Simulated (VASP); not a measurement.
# GePt (Pnma) in VASP: single point with PBE

Aim: the single point of GePt with PBE.

Everything below comes from runs of VASP 6.6.1. Logs are shortened: lines on timing, memory, paths and dates and some standing lists are left out, and cuts for length are marked.

## Step 1: The cell of the first run

Symmetry: Pnma, No. 62, orthorhombic system. Conventional cell: a = 5.818 Å, b = 3.760 Å, c = 6.175 Å, α = 90.00°, β = 90.00°, γ = 90.00°. Pt (site symmetry m) has 6 Ge at 2.51 to 2.70 Å and 4 Pt at 2.99 to 3.04 Å within 3.3 Å. Ge (site symmetry m) has 6 Pt at 2.51 to 2.70 Å and 2 Ge at 3.08 Å within 3.3 Å.

## Step 2: Single point, PBE

Contents of INCAR:

```
SYSTEM = GePt
ALGO = Normal
EDIFF = 1E-6
ENCUT = 520
GGA = PE
ISIF = 2
ISMEAR = -1
LASPH = .True.
LCHARG = .False.
LREAL = .False.
LWAVE = .False.
NBANDS = 58
NELM = 80
PREC = Accurate
SIGMA = 0.1
```

Contents of KPOINTS:

```
k-points
0
Gamma
  4 5 7
  0 0 0
```

Contents of POSCAR:

```
GePt
1.0
    6.1753277202      0.0000000000      0.0000000000
    0.0000000000      5.8180871209      0.0000000000
    0.0000000000      0.0000000000      3.7596785055
Pt Ge
4 4
Direct
    0.1931547773     -0.0018209066      0.2500000000
    0.8068452227      1.0018209066      0.7500000000
    0.6931547773      0.5018209066      0.7500000000
    0.3068452227      0.4981790934      0.2500000000
    0.5885487516      0.1869866221      0.2500000000
    0.4114512484      0.8130133779      0.7500000000
    0.0885487516      0.3130133779      0.7500000000
    0.9114512484      0.6869866221      0.2500000000
```

Potentials or basis: VASP PAW PBE potentials, release 64 (Pt, Ge_d).

Started as:

```bash
$ cat potpaw_PBE.64/Pt/POTCAR potpaw_PBE.64/Ge_d/POTCAR > POTCAR
$ mpirun -np 1 vasp_std > vasp.out
```

OUTCAR:

```text
SYSTEM = GePt
   EDIFF = 1E-6
   ENCUT = 520
   GGA = PE
   ISIF = 2
   ISMEAR = -1
   LASPH = .True.
   LREAL = .False.
   NELM = 80
   PREC = Accurate

 ion  position               nearest neighbor table
   1  0.193  0.998  0.250-   8 2.51   6 2.55   6 2.55   5 2.68   7 2.70   7 2.70   4 2.99   4 2.99
                             2 3.04   2 3.04
   2  0.807  0.002  0.750-   7 2.51   5 2.55   5 2.55   6 2.68   8 2.70   8 2.70   3 2.99   3 2.99
                             1 3.04   1 3.04
   3  0.693  0.502  0.750-   6 2.51   8 2.55   8 2.55   7 2.68   5 2.70   5 2.70   2 2.99   2 2.99
                             4 3.04   4 3.04
   4  0.307  0.498  0.250-   5 2.51   7 2.55   7 2.55   8 2.68   6 2.70   6 2.70   1 2.99   1 2.99
                             3 3.04   3 3.04
   5  0.589  0.187  0.250-   4 2.51   2 2.55   2 2.55   1 2.68   3 2.70   3 2.70
   6  0.411  0.813  0.750-   3 2.51   1 2.55   1 2.55   2 2.68   4 2.70   4 2.70
   7  0.089  0.313  0.750-   2 2.51   4 2.55   4 2.55   3 2.68   1 2.70   1 2.70
   8  0.911  0.687  0.250-   1 2.51   3 2.55   3 2.55   4 2.68   2 2.70   2 2.70

  LATTYP: Found a simple orthorhombic cell.
 ALAT       =     3.7596785055
 B/A-ratio  =     1.5474959129
 C/A-ratio  =     1.6425148350

  Lattice vectors:

 A1 = (   0.0000000000,   0.0000000000,  -3.7596785055)
 A2 = (   0.0000000000,   5.8180871209,   0.0000000000)
 A3 = (   6.1753277202,   0.0000000000,   0.0000000000)

Analysis of symmetry for initial positions (statically):
=====================================================================
 Subroutine PRICEL returns:
 Original cell was already a primitive cell.

 Routine SETGRP: Setting up the symmetry group for a
 simple orthorhombic supercell.

 Subroutine GETGRP returns: Found  8 space group operations
 (whereof  2 operations were pure point group operations)
 out of a pool of  8 trial point group operations.

The static configuration has the point symmetry S_2 .
 The point group associated with its full space group is D_2h.

Analysis of symmetry for dynamics (positions and initial velocities):
=====================================================================
 Subroutine PRICEL returns:
 Original cell was already a primitive cell.

 Routine SETGRP: Setting up the symmetry group for a
 simple orthorhombic supercell.

 Subroutine GETGRP returns: Found  8 space group operations
 (whereof  2 operations were pure point group operations)
 out of a pool of  8 trial point group operations.

The dynamic configuration has the point symmetry S_2 .
 The point group associated with its full space group is D_2h.

 Subroutine INISYM returns: Found  8 space group operations
 (whereof  2 operations are pure point group operations),
 and found     1 'primitive' translations

----------------------------------------------------------------------------------------

                                     Primitive cell

  volume of cell :     135.0800

  direct lattice vectors                    reciprocal lattice vectors
     6.175327720  0.000000000  0.000000000     0.161934726  0.000000000  0.000000000
     0.000000000  5.818087121  0.000000000     0.000000000  0.171877797  0.000000000
     0.000000000  0.000000000  3.759678506     0.000000000  0.000000000  0.265980189

  length of vectors
     6.175327720  5.818087121  3.759678506     0.161934726  0.171877797  0.265980189

  position of ions in fractional coordinates (direct lattice)
     0.193154777  0.998179093  0.250000000
     0.806845223  0.001820907  0.750000000
     0.693154777  0.501820907  0.750000000
     0.306845223  0.498179093  0.250000000
     0.588548752  0.186986622  0.250000000
     0.411451248  0.813013378  0.750000000
     0.088548752  0.313013378  0.750000000
     0.911451248  0.686986622  0.250000000

  ion indices of the primitive-cell ions
   primitive index   ion index
                 1           1
                 2           2
                 3           3
                 4           4
                 5           5
                 6           6
                 7           7
                 8           8

----------------------------------------------------------------------------------------

 KPOINTS: k-points

Automatic generation of k-mesh.
 Grid dimensions read from file:
 generate k-points for:    4    5    7

 Generating k-lattice:

  Cartesian coordinates                     Fractional coordinates (reciprocal lattice)
     0.040483681  0.000000000  0.000000000     0.250000000  0.000000000  0.000000000
     0.000000000  0.034375559  0.000000000     0.000000000  0.200000000  0.000000000
     0.000000000  0.000000000  0.037997170     0.000000000  0.000000000  0.142857143

  Length of vectors
     0.040483681  0.034375559  0.037997170

  Shift w.r.t. Gamma in fractional coordinates (k-lattice)
     0.000000000  0.000000000  0.000000000

 Subroutine IBZKPT returns following result:
 ===========================================

 Found     36 irreducible k-points:

 Following reciprocal coordinates:
            Coordinates               Weight
  0.000000  0.000000  0.000000      1.000000
  0.250000  0.000000  0.000000      2.000000
  0.500000  0.000000  0.000000      1.000000
  0.000000  0.200000  0.000000      2.000000
  0.250000  0.200000  0.000000      4.000000
  0.500000  0.200000  0.000000      2.000000
[... 16 lines left out ...]
  0.250000  0.200000  0.285714      8.000000
  0.500000  0.200000  0.285714      4.000000
 [... further k-points ...]
   k-points           NKPTS =     36   k-points in BZ     NKDIM =     36   number of bands    NBANDS=     58
   number of dos      NEDOS =    301   number of ions     NIONS =      8
   total plane-waves  NPLWV =  64512
   dimension x,y,z NGX =    48 NGY =   48 NGZ =   28
   dimension x,y,z NGXF=    96 NGYF=   96 NGZF=   56
   ions per type =               4   4
   NGX,Y,Z   is equivalent  to a cutoff of  12.92, 13.72, 12.38 a.u.
   NGXF,Y,Z  is equivalent  to a cutoff of  25.84, 27.43, 24.76 a.u.
 SYSTEM =  GePt
   PREC   = accura    normal or accurate (medium, high low for compatibility)
   ISTART =      0    job   : 0-new  1-cont  2-samecut
   ICHARG =      2    charge: 1-file 2-atom 10-const
   ISPIN  =      1    spin polarized calculation?
   LNONCOLLINEAR =      F non collinear calculations
   LSORBIT =      F    spin-orbit coupling
   LASPH  =      T    aspherical Exc in radial PAW
   ENCUT  =  520.0 eV  38.22 Ry    6.18 a.u.  11.48 10.82  6.99*2*pi/ulx,y,z
   NELM   =     80;   NELMIN=  2; NELMDL= -5     # of ELM steps
   EDIFF  = 0.1E-05   stopping-criterion for ELM
   LREAL  =      F    real-space projection
[... 7 lines left out ...]
   TEBEG  =    0.0;   TEEND  =   0.0 temperature during run
   PSTRESS=    0.0 pullay stress
   NELECT =      96.0000    total number of electrons
   NUPDOWN=      -1.0000    fix difference up-down
   EMIN   =  10.00;   EMAX   =-10.00  energy-range for DOS
   EFERMI =   0.00;   METHOD = LEGACY
   ISMEAR =    -1;   SIGMA  =   0.10  broadening in eV -4-tet -1-fermi 0-gaus
   EFERMI_NEDOS =   21; number of points for ismear=-14 and -15
   IALGO  =     38    algorithm
   IMIX   =      4    mixing-type and parameters
     AMIX     =   0.40;   BMIX     =  1.00
     AMIX_MAG =   1.60;   BMIX_MAG =  1.00
  volume/ion in A,a.u.               =      16.88       113.95
  Fermi-wavevector in a.u.,A,eV,Ry     =   1.460949  2.760792 29.039877  2.134371
  Thomas-Fermi vector in A             =   2.577338
   LORBIT       =      0    0 simple, 1 ext, 2 COOP (PROOUT), +10 PAW based schemes
   GGA     = PE    functional components
   LHFCALC =     F    Hartree Fock is set to
   AEXX    =    0.0000 exact exchange contribution
   IVDW    =     0    specifies the selected vdW correction
   LEPSILON=     F    determine dielectric tensor
   LRPA    =     F    only Hartree local field effects (RPA)
 non-spin polarized calculation
  energy-cutoff  :      520.00
  volume of cell :      135.08
 maximum number of plane-waves:      3660
 NGX is ok and might be reduce to    48
   NGX = 23   NGY = 21   NGZ = 13

 number of electron      95.9999954 magnetization

 Free energy of the ion-electron system (eV)
  ---------------------------------------------------
  ext. energy  EPLUGINS =         0.00000000
  ---------------------------------------------------
  free energy    TOTEN  =       -46.22734012 eV

  energy without entropy =      -46.16278861  energy(sigma->0) =      -46.19506436

 E-fermi :   9.0571     XC(G=0): -12.2102

 val. band max:        9.0058236597   @ k =   0.5000   0.2000   0.0000
 cond. band min:       9.0821047101   @ k =   0.5000   0.0000   0.0000
 fundamental gap:      0.0762810504
 Fermi energy:         9.0571238683

 k-point     1 :       0.0000    0.0000    0.0000
  band No.  band energies     occupation
      1     -16.0243      2.00000
      2     -16.0185      2.00000
      3     -16.0169      2.00000
      4     -16.0147      2.00000
      5     -16.0059      2.00000
      6     -15.9952      2.00000
[... 50 lines left out ...]
     57      14.1127      0.00000
     58      14.5359      0.00000

 k-point     2 :       0.2500    0.0000    0.0000
  band No.  band energies     occupation
      1     -16.0231      2.00000
      2     -16.0178      2.00000
      3     -16.0178      2.00000
      4     -16.0151      2.00000
      5     -16.0042      2.00000
      6     -15.9966      2.00000
[... 50 lines left out ...]
     57      14.6546      0.00000
     58      14.9150      0.00000

 k-point     3 :       0.5000    0.0000    0.0000
  band No.  band energies     occupation
      1     -16.0203      2.00000
      2     -16.0203      2.00000
      3     -16.0162      2.00000
      4     -16.0162      2.00000
      5     -16.0003      2.00000
      6     -16.0003      2.00000
[... 1216 lines left out ...]
      3     -16.0077      2.00000
      4     -16.0065      2.00000
      5     -16.0049      2.00000
      6     -16.0033      2.00000
[... 50 lines left out ...]
     57      13.9108      0.00000
     58      14.2752      0.00000

 k-point    24 :       0.5000    0.2000    0.2857
  band No.  band energies     occupation
      1     -16.0207      2.00000
      2     -16.0207      2.00000
      3     -16.0060      2.00000
      4     -16.0060      2.00000
      5     -16.0047      2.00000
      6     -16.0047      2.00000
[... 50 lines left out ...]
     57      14.5836      0.00000
     58      14.5836      0.00000

 [... further k-points ...]
[... 5 lines left out ...]
  --------------------------------------------------------------------------------------
  -------------------------------------------------------------------------------------
  Total       -0.0285690     -0.0015249     -0.0190747      0.0000000      0.0000000      0.0000000
  in kB       -0.3388558     -0.0180862     -0.2262441      0.0000000      0.0000000      0.0000000
  external PRESSURE =      -0.1943954 kB  Pullay stress =       0.0000000 kB

 VOLUME and BASIS-vectors are now :
 -----------------------------------------------------------------------------
  energy-cutoff  :      520.00
  volume of cell :      135.08
      direct lattice vectors                 reciprocal lattice vectors
     6.175327720  0.000000000  0.000000000     0.161934726  0.000000000  0.000000000
     0.000000000  5.818087121  0.000000000     0.000000000  0.171877797  0.000000000
     0.000000000  0.000000000  3.759678506     0.000000000  0.000000000  0.265980189

 POSITION                                       TOTAL-FORCE (eV/Angst)
 -----------------------------------------------------------------------------------
      1.19279      5.80749      0.93992        -0.001759      0.004407      0.000000
      4.98253      0.01059      2.81976         0.001759     -0.004407      0.000000
      4.28046      2.91964      2.81976        -0.001759     -0.004407      0.000000
      1.89487      2.89845      0.93992         0.001759      0.004407      0.000000
      3.63448      1.08790      0.93992         0.002348     -0.000345      0.000000
      2.54085      4.73018      2.81976        -0.002348      0.000345     -0.000000
      0.54682      1.82114      2.81976         0.002348      0.000345     -0.000000
      5.62851      3.99695      0.93992        -0.002348     -0.000345      0.000000
 -----------------------------------------------------------------------------------
    total drift:                               -0.000000      0.000000     -0.000000

  FREE ENERGIE OF THE ION-ELECTRON SYSTEM (eV)
  ---------------------------------------------------
  free  energy   TOTEN  =       -46.2273401199 eV

  energy  without entropy=      -46.1627886091  energy(sigma->0) =      -46.19506436
```

Run time: 5.7 min. Hardware: 1 thread of Oxide Virtual Turin-like, shared host; peak memory 0.34 GiB.

What came out:

| Property | Result |
| --- | --- |
| Free energy | -46.2273 eV |
| Pressure | 0.0 GPa |
| Largest force | 0.005 eV/Å |
| Band gap on the k mesh | zero (bands 48 and 49 overlap by 1.46 eV) |

Forces in eV/Å, atoms in the order of the input:
```
Pt  -0.002  0.004  0.000
Pt   0.002 -0.004  0.000
Pt  -0.002 -0.004  0.000
Pt   0.002  0.004  0.000
Ge   0.002  0.000  0.000
Ge  -0.002  0.000  0.000
Ge   0.002  0.000  0.000
Ge  -0.002  0.000  0.000
```

Caveat: spin-orbit coupling is left out, which moves the levels of the heavy elements.

The gap in the log of VASP goes by the Fermi energy; the results here count the filled bands.